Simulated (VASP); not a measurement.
# C (C222_1) in VASP: further runs

Runs on C. Level: LDA. Tasks: single point.

Everything below comes from runs of VASP 6.6.1. Logs are shortened: lines on timing, memory, paths and dates and some standing lists are left out, and cuts for length are marked.

## (1) The cell of the first run

It takes space group C222_1 (No. 20, orthorhombic). Conventional cell: a = 2.490 Å, b = 4.312 Å, c = 8.214 Å, α = 90.00°, β = 90.00°, γ = 90.00°. Within 2.0 Å of C (site symmetry 1) lie 4 C at 1.51 to 1.54 Å. C (site symmetry 1) has 4 C at 1.51 to 1.56 Å within 2.0 Å.

## (2) Single point, LDA (atoms displaced along a vibrational mode)

Input file INCAR:

```
SYSTEM = C
PREC = Accurate ; ENCUT = 1300
EDIFF = 1E-6 ; ISMEAR = 0
SIGMA = 0.05 ; LREAL = .False.
LASPH = .True. ; NELM = 120
ALGO = Normal ; ISIF = 2
LWAVE = .False. ; LCHARG = .False.
NBANDS = 26 ; GGA_COMPAT = .False.
```

Input file KPOINTS:

```
Automatic mesh
0
Gamma
  12 12 4
  0 0 0
```

Input file POSCAR:

```
C
1.0
    2.4896249417      0.0000000000      0.0000000000
   -1.2448124708      2.1560784454      0.0000000000
    0.0000000000      0.0000000000      8.2142660865
C
8
Direct
   -0.0343425223      0.0000000000      0.0929365318
    0.0343425223      0.0000000000      0.5929365318
    0.0343425223      0.0000000000      0.4070634682
   -0.0343425223      0.0000000000      0.9070634682
    0.3048794745      0.6666666667      0.1555443640
    0.6951205255      0.3333333333      0.6555443640
    0.3617871922      0.6666666667      0.3444556360
    0.6382128078      0.3333333333      0.8444556360
```

Potentials or basis: VASP PAW LDA potentials, release 64 (C_h).

Run with:

```sh
cat potpaw_LDA.64/C_h/POTCAR > POTCAR
mpirun -np 1 vasp_std > vasp.out
```

OUTCAR:

```text
SYSTEM = C
   PREC = Accurate
   ENCUT = 1300
   EDIFF = 1E-6
   ISMEAR = 0
   LREAL = .False.
   LASPH = .True.
   NELM = 120
   ISIF = 2

 ion  position               nearest neighbor table
   1  0.966  0.000  0.093-   5 1.51
   2  0.034  0.000  0.593-   6 1.51
   3  0.034  0.000  0.407-   7 1.51
   4  0.966  0.000  0.907-   8 1.51
   5  0.305  0.667  0.156-   1 1.51
   6  0.695  0.333  0.656-   2 1.51
   7  0.362  0.667  0.344-   3 1.51
   8  0.638  0.333  0.844-   4 1.51

  LATTYP: Found a hexagonal cell.
 ALAT       =     2.4896249417
 C/A-ratio  =     3.2993990175

  Lattice vectors:

 A1 = (   2.4896249417,   0.0000000000,   0.0000000000)
 A2 = (  -1.2448124708,   2.1560784454,   0.0000000000)
 A3 = (   0.0000000000,   0.0000000000,   8.2142660865)

Analysis of symmetry for initial positions (statically):
=====================================================================
 Subroutine PRICEL returns:
 Original cell was already a primitive cell.

 Routine SETGRP: Setting up the symmetry group for a
 hexagonal supercell.

 Subroutine GETGRP returns: Found  4 space group operations
 (whereof  2 operations were pure point group operations)
 out of a pool of 24 trial point group operations.

The static configuration has the point symmetry C_2 .
 The point group associated with its full space group is D_2 .

Analysis of symmetry for dynamics (positions and initial velocities):
=====================================================================
 Subroutine PRICEL returns:
 Original cell was already a primitive cell.

 Routine SETGRP: Setting up the symmetry group for a
 hexagonal supercell.

 Subroutine GETGRP returns: Found  4 space group operations
 (whereof  2 operations were pure point group operations)
 out of a pool of 24 trial point group operations.

The dynamic configuration has the point symmetry C_2 .
 The point group associated with its full space group is D_2 .

 Subroutine INISYM returns: Found  4 space group operations
 (whereof  2 operations are pure point group operations),
 and found     1 'primitive' translations

----------------------------------------------------------------------------------------

                                     Primitive cell

  volume of cell :      44.0928

  direct lattice vectors                    reciprocal lattice vectors
     2.489624942  0.000000000  0.000000000     0.401666927  0.231902508  0.000000000
    -1.244812471  2.156078445  0.000000000     0.000000000  0.463805017  0.000000000
     0.000000000  0.000000000  8.214266087     0.000000000  0.000000000  0.121739421

  length of vectors
     2.489624942  2.489624942  8.214266087     0.463805017  0.463805017  0.121739421

  position of ions in fractional coordinates (direct lattice)
     0.965657478  0.000000000  0.092936532
     0.034342522  0.000000000  0.592936532
     0.034342522  0.000000000  0.407063468
     0.965657478  0.000000000  0.907063468
     0.304879474  0.666666667  0.155544364
     0.695120526  0.333333333  0.655544364
     0.361787192  0.666666667  0.344455636
     0.638212808  0.333333333  0.844455636

  ion indices of the primitive-cell ions
   primitive index   ion index
                 1           1
                 2           2
                 3           3
                 4           4
                 5           5
                 6           6
                 7           7
                 8           8

----------------------------------------------------------------------------------------

 KPOINTS: Automatic mesh

Automatic generation of k-mesh.
 Grid dimensions read from file:
 generate k-points for:   12   12    4

 Generating k-lattice:

  Cartesian coordinates                     Fractional coordinates (reciprocal lattice)
     0.033472244  0.019325209  0.000000000     0.083333333 -0.000000000  0.000000000
     0.000000000  0.038650418  0.000000000     0.000000000  0.083333333  0.000000000
     0.000000000  0.000000000  0.030434855     0.000000000  0.000000000  0.250000000

  Length of vectors
     0.038650418  0.038650418  0.030434855

  Shift w.r.t. Gamma in fractional coordinates (k-lattice)
     0.000000000  0.000000000  0.000000000

 Subroutine IBZKPT returns following result:
 ===========================================

 Found    129 irreducible k-points:

 Following reciprocal coordinates:
            Coordinates               Weight
  0.000000  0.000000  0.000000      1.000000
  0.083333  0.000000  0.000000      4.000000
  0.000000  0.083333  0.000000      2.000000
  0.166667  0.000000  0.000000      4.000000
  0.000000  0.166667  0.000000      2.000000
  0.250000  0.000000  0.000000      4.000000
[... 16 lines left out ...]
 -0.083333  0.416667  0.000000      4.000000
 -0.416667  0.333333  0.000000      4.000000
 [... further k-points ...]
   k-points           NKPTS =    129   k-points in BZ     NKDIM =    129   number of bands    NBANDS=     26
   number of dos      NEDOS =    301   number of ions     NIONS =      8
   total plane-waves  NPLWV =  88200
   dimension x,y,z NGX =    30 NGY =   30 NGZ =   98
   dimension x,y,z NGXF=    60 NGYF=   60 NGZF=  196
   ions per type =               8
   NGX,Y,Z   is equivalent  to a cutoff of  20.03, 20.03, 19.83 a.u.
   NGXF,Y,Z  is equivalent  to a cutoff of  40.07, 40.07, 39.67 a.u.
 SYSTEM =  C
   PREC   = accura    normal or accurate (medium, high low for compatibility)
   ISTART =      0    job   : 0-new  1-cont  2-samecut
   ICHARG =      2    charge: 1-file 2-atom 10-const
   ISPIN  =      1    spin polarized calculation?
   LNONCOLLINEAR =      F non collinear calculations
   LSORBIT =      F    spin-orbit coupling
   LASPH  =      T    aspherical Exc in radial PAW
   ENCUT  = 1300.0 eV  95.55 Ry    9.77 a.u.   7.32  7.32 24.15*2*pi/ulx,y,z
   NELM   =    120;   NELMIN=  2; NELMDL= -5     # of ELM steps
   EDIFF  = 0.1E-05   stopping-criterion for ELM
   LREAL  =      F    real-space projection
[... 7 lines left out ...]
   TEBEG  =    0.0;   TEEND  =   0.0 temperature during run
   PSTRESS=    0.0 pullay stress
   NELECT =      32.0000    total number of electrons
   NUPDOWN=      -1.0000    fix difference up-down
   EMIN   =  10.00;   EMAX   =-10.00  energy-range for DOS
   EFERMI =   0.00;   METHOD = LEGACY
   ISMEAR =     0;   SIGMA  =   0.05  broadening in eV -4-tet -1-fermi 0-gaus
   EFERMI_NEDOS =   21; number of points for ismear=-14 and -15
   IALGO  =     38    algorithm
   IMIX   =      4    mixing-type and parameters
     AMIX     =   0.40;   BMIX     =  1.00
     AMIX_MAG =   1.60;   BMIX_MAG =  1.00
  volume/ion in A,a.u.               =       5.51        37.19
  Fermi-wavevector in a.u.,A,eV,Ry     =   1.471191  2.780148 29.448492  2.164403
  Thomas-Fermi vector in A             =   2.586357
   LORBIT       =      0    0 simple, 1 ext, 2 COOP (PROOUT), +10 PAW based schemes
   GGA     = CA    functional components
   LHFCALC =     F    Hartree Fock is set to
   AEXX    =    0.0000 exact exchange contribution
   IVDW    =     0    specifies the selected vdW correction
   LEPSILON=     F    determine dielectric tensor
   LRPA    =     F    only Hartree local field effects (RPA)
 non-spin polarized calculation
 Gauss-broadening in eV      SIGMA  =   0.05
  energy-cutoff  :     1300.00
  volume of cell :       44.09
 maximum number of plane-waves:      4764
 NGX is ok and might be reduce to    30
   NGX = 15   NGY = 15   NGZ = 49

 number of electron      32.0000000 magnetization

 Free energy of the ion-electron system (eV)
  ---------------------------------------------------
  ext. energy  EPLUGINS =         0.00000000
  ---------------------------------------------------
  free energy    TOTEN  =       -80.82791831 eV

  energy without entropy =      -80.82791831  energy(sigma->0) =      -80.82791831

 E-fermi :  11.6723     XC(G=0): -13.7928

 val. band max:       11.4494636400   @ k =   0.0000   0.0000   0.0000
 cond. band min:      16.0453735955   @ k =   0.4167   0.0000   0.0000
 fundamental gap:      4.5959099555
 Fermi energy:        11.6722554228

 k-point     1 :       0.0000    0.0000    0.0000
  band No.  band energies     occupation
      1     -10.3948      2.00000
      2      -8.7253      2.00000
      3      -8.6115      2.00000
      4      -4.5054      2.00000
      5      -2.3609      2.00000
      6       4.5094      2.00000
[... 18 lines left out ...]
     25      19.9648      0.00000
     26      20.5349      0.00000

 k-point     2 :       0.0833    0.0000    0.0000
  band No.  band energies     occupation
      1     -10.2199      2.00000
      2      -8.5529      2.00000
      3      -8.4397      2.00000
      4      -4.3511      2.00000
      5      -2.1948      2.00000
      6       4.5995      2.00000
[... 18 lines left out ...]
     25      20.3501      0.00000
     26      20.9508      0.00000

 k-point     3 :       0.0000    0.0833    0.0000
  band No.  band energies     occupation
      1     -10.2199      2.00000
      2      -8.5529      2.00000
      3      -8.4398      2.00000
      4      -4.3510      2.00000
      5      -2.1949      2.00000
      6       4.5996      2.00000
[... 18 lines left out ...]
     25      20.3738      0.00000
     26      20.9673      0.00000

 k-point     4 :       0.1667    0.0000    0.0000
  band No.  band energies     occupation
      1      -9.6966      2.00000
      2      -8.0375      2.00000
      3      -7.9266      2.00000
      4      -3.8900      2.00000
      5      -1.7069      2.00000
      6       4.7967      2.00000
[... 18 lines left out ...]
     25      21.0296      0.00000
     26      22.0479      0.00000
[... 496 lines left out ...]
      1      -6.8011      2.00000
      2      -5.2004      2.00000
      3      -5.1201      2.00000
      4      -1.4053      2.00000
      5      -0.7870      2.00000
      6       0.4559      2.00000
[... 18 lines left out ...]
     25      22.9795      0.00000
     26      23.5548      0.00000

 k-point    23 :      -0.0833    0.4167    0.0000
  band No.  band energies     occupation
      1      -6.8017      2.00000
      2      -5.1963      2.00000
      3      -5.1248      2.00000
      4      -1.3977      2.00000
      5      -0.7912      2.00000
      6       0.4759      2.00000
[... 18 lines left out ...]
     25      23.0249      0.00000
     26      23.4446      0.00000

 k-point    24 :      -0.4167    0.3333    0.0000
  band No.  band energies     occupation
      1      -6.8010      2.00000
      2      -5.1999      2.00000
      3      -5.1207      2.00000
      4      -1.4052      2.00000
      5      -0.7881      2.00000
      6       0.4621      2.00000
[... 18 lines left out ...]
     25      23.0383      0.00000
     26      23.4781      0.00000

 [... further k-points ...]
[... 5 lines left out ...]
  --------------------------------------------------------------------------------------
  -------------------------------------------------------------------------------------
  Total        0.1257045      0.3972313      0.3460834      0.0000000      0.0000000      0.0000000
  in kB        4.5676640     14.4340016     12.5754667      0.0000000      0.0000000      0.0000000
  external PRESSURE =      10.5257107 kB  Pullay stress =       0.0000000 kB

 VOLUME and BASIS-vectors are now :
 -----------------------------------------------------------------------------
  energy-cutoff  :     1300.00
  volume of cell :       44.09
      direct lattice vectors                 reciprocal lattice vectors
     2.489624942  0.000000000  0.000000000     0.401666927  0.231902508  0.000000000
    -1.244812471  2.156078445  0.000000000     0.000000000  0.463805017  0.000000000
     0.000000000  0.000000000  8.214266087     0.000000000  0.000000000  0.121739421

 POSITION                                       TOTAL-FORCE (eV/Angst)
 -----------------------------------------------------------------------------------
      2.40412      0.00000      0.76341         0.589129      0.022171      0.003085
      0.08550      0.00000      4.87054        -0.589129     -0.022171      0.003085
      0.08550      0.00000      3.34373        -0.589129      0.022171     -0.003085
      2.40412      0.00000      7.45086         0.589129     -0.022171     -0.003085
     -0.07084      1.43739      1.27768         0.482643     -0.030313      0.021044
      1.31565      0.71869      5.38482        -0.482643      0.030313      0.021044
      0.07084      1.43739      2.82945        -0.482643     -0.030313     -0.021044
      1.17397      0.71869      6.93658         0.482643      0.030313     -0.021044
 -----------------------------------------------------------------------------------
    total drift:                               -0.000000     -0.000000      0.000000

  FREE ENERGIE OF THE ION-ELECTRON SYSTEM (eV)
  ---------------------------------------------------
  free  energy   TOTEN  =       -80.8279183070 eV

  energy  without entropy=      -80.8279183070  energy(sigma->0) =      -80.82791831
```

It took 6.6 min on 1 thread of Intel Xeon Platinum 8259CL at 2.50GHz (Skylake/Cascade Lake), shared host; peak memory 0.49 GiB.

Results:

| Property | Result |
| --- | --- |
| Free energy | -80.8279 eV |
| Pressure | 1.1 GPa |
| Largest force | 0.590 eV/Å |
| Band gap on the k mesh | 4.60 eV (least direct gap 5.34 eV) |

Forces in eV/Å, atoms in the order of the input:
```
C    0.589  0.022  0.003
C   -0.589 -0.022  0.003
C   -0.589  0.022 -0.003
C    0.589 -0.022 -0.003
C    0.483 -0.030  0.021
C   -0.483  0.030  0.021
C   -0.483 -0.030 -0.021
C    0.483  0.030 -0.021
```

Levels at points of the mesh, in eV from the valence-band top:
| k point | band 12 | band 13 | band 14 | band 15 | band 16 | band 17 | band 18 | band 19 | band 20 | band 21 |
| --- | --- | --- | --- | --- | --- | --- | --- | --- | --- | --- |
| (0.00, 0.00, 0.00) | -1.65 | -1.61 | -0.15 | -0.05 | 0.00 | 5.34 | 5.36 | 5.47 | 7.16 | 7.19 |
| (0.50, 0.00, 0.00) | -5.19 | -5.01 | -4.67 | -3.71 | -3.04 | 4.67 | 5.42 | 6.05 | 6.23 | 6.61 |
| (0.00, 0.50, 0.00) | -5.22 | -5.00 | -4.76 | -3.69 | -3.08 | 4.74 | 5.66 | 5.98 | 6.16 | 6.77 |
| (0.00, 0.00, 0.50) | -2.61 | -0.67 | -0.67 | -0.65 | -0.65 | 6.11 | 6.11 | 6.12 | 6.12 | 6.82 |
| (0.50, 0.00, 0.50) | -6.14 | -4.77 | -4.77 | -3.74 | -3.74 | 5.00 | 5.00 | 6.75 | 6.75 | 7.74 |
| (0.00, 0.50, 0.50) | -6.10 | -4.84 | -4.84 | -3.74 | -3.74 | 5.07 | 5.07 | 7.01 | 7.01 | 7.55 |

Caveat: the cell differs from its parent crystal (atoms displaced along a vibrational mode).

## (3) Single point, LDA (atoms displaced along a vibrational mode)

Input file INCAR:

```
ALGO = Normal ; EDIFF = 1E-6
ENCUT = 1300 ; GGA = CA
GGA_COMPAT = False ; ISIF = 2
ISMEAR = 0 ; LASPH = True
LCHARG = False ; LREAL = False
LWAVE = False ; NBANDS = 26
NELM = 120 ; PREC = Accurate
SIGMA = 0.05
```

Input file KPOINTS:

```
k-points
0
Gamma
  12 12 4
```

Input file POSCAR:

```
C
1.0
    2.4896249417      0.0000000000      0.0000000000
   -1.2448124708      2.1560784454      0.0000000000
    0.0000000000      0.0000000000      8.2142660865
C
8
Direct
   -0.0457900297      0.0000000000      0.0929365318
    0.0457900297      0.0000000000      0.5929365318
    0.0457900297      0.0000000000      0.4070634682
   -0.0457900297      0.0000000000      0.9070634682
    0.2953948548      0.6666666667      0.1555443640
    0.7046051452      0.3333333333      0.6555443640
    0.3712718118      0.6666666667      0.3444556360
    0.6287281882      0.3333333333      0.8444556360
```

Potentials or basis: VASP PAW LDA potentials, release 64 (C_h).

Run with:

```sh
cat potpaw_LDA.64/C_h/POTCAR > POTCAR
mpirun -np 1 vasp_std > vasp.out
```

Wall time 4.2 min (1 thread of Intel Xeon Platinum 8559C (Emerald Rapids), shared host); peak memory 0.49 GiB.

Results (log left out):

```yaml
Free_energy: -80.6963 eV
Pressure: 1.1 GPa
Largest_force: 0.788 eV/Å
Band_gap_on_the_k_mesh: 4.60 eV (least direct gap 5.36 eV)
```

Forces in eV/Å, atoms in the order of the input:
```
C    0.787  0.039  0.005
C   -0.787 -0.039  0.005
C   -0.787  0.039 -0.005
C    0.787 -0.039 -0.005
C    0.644 -0.053  0.033
C   -0.644  0.053  0.033
C   -0.644 -0.053 -0.033
C    0.644  0.053 -0.033
```

Stress tensor (GPa, compression positive):
```
0.01 0.00 0.00
0.00 1.75 0.00
0.00 0.00 1.51
```

Levels at points of the mesh, in eV from the valence-band top:
```
           k point  band 13  band 14  band 15  band 16  band 17  band 18  band 19  band 20
(0.00, 0.00, 0.00)    -1.53    -0.09    -0.09     0.00     5.36     5.38     5.46     7.15
(0.50, 0.00, 0.00)    -4.98    -4.60    -3.65    -3.04     4.69     5.30     6.07     6.31
(0.00, 0.50, 0.00)    -4.95    -4.75    -3.62    -3.11     4.81     5.68     5.92     6.26
(0.00, 0.00, 0.50)    -0.67    -0.67    -0.63    -0.63     6.11     6.11     6.13     6.13
(0.50, 0.00, 0.50)    -4.72    -4.72    -3.73    -3.73     5.01     5.01     6.60     6.60
(0.00, 0.50, 0.50)    -4.83    -4.83    -3.73    -3.73     5.13     5.13     7.03     7.03
```

Caveat: the cell differs from its parent crystal (atoms displaced along a vibrational mode). A k mesh can miss the band edges.
